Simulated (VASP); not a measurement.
The system is BaTe.

```xyz
2
Lattice="0.0000 3.4326 3.4326 3.4326 0.0000 3.4326 3.4326 3.4326 0.0000" Properties=species:S:1:pos:R:3 pbc="T T T"
Ba    0.0000    0.0000    0.0000
Te    3.4326    3.4326    3.4326
```

This cell differs from its parent crystal: volume scaled by 1.02.

Base run:

- Program: VASP 6.6.1
- Functional: PBEsol
- Potentials or basis: VASP PAW PBE potentials, release 64 (Ba_sv, Te)
- Cutoff: 520 eV
- k mesh: 7 × 7 × 7
- Occupations: fermi-dirac, width 0.05 eV
- Spin: no spin polarisation

Its results: band gap on the k mesh 1.34 eV, indirect (least direct gap 1.73 eV); pressure 1.6 GPa.

Problem. After a change of settings the same cell gave: band gap on the k mesh 1.43 eV, indirect (least direct gap 1.81 eV); pressure 3.4 GPa. Which change was it?
A. functional from PBEsol to PBE
B. functional from PBEsol to LDA; potentials or basis from VASP PAW PBE potentials, release 64 (Ba_sv, Te) to VASP PAW LDA potentials, release 64 (Ba_sv, Te)
C. functional from PBEsol to r2SCAN; further incar settings from ALGO = Normal; EDIFF = 1e-06; NBANDS = 15 to ALGO = Normal; EDIFF = 1e-07; NBANDS = 15

Solution. A.

PBE binds less tightly than PBEsol, so the same cell stands under more pressure.

Caveats: spin-orbit coupling is left out, which moves the levels of the heavy elements; the PAW data sets were made with another functional, which shifts forces and pressure a little (some runs).
